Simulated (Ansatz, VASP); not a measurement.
# ZnS: VASP beside Ansatz

```
Zn S
1.0
     0.00000    2.66548    2.66548
     2.66548    0.00000    2.66548
     2.66548    2.66548    0.00000
Zn S
1 1
Direct
  0.25000 0.25000 0.25000
  0.00000 0.00000 0.00000
```

Alike in both runs: task single point; functional PBE; k mesh 6 × 6 × 6; no spin polarisation.

|  | VASP | Ansatz |
| --- | --- | --- |
| version | VASP 6.6.1 | Ansatz 0.2.0 |
| potentials or method | VASP PAW PBE potentials, release 64 (Zn, S), cutoff 500 eV | plane waves, PAW |
| occupations | gaussian, width 0.01 eV | fixed |
| valence electrons in the cell | 18 | 18 |

```tsv
	VASP	Ansatz	Ansatz less VASP
pressure (GPa)	5.2	5.0	-0.13
```
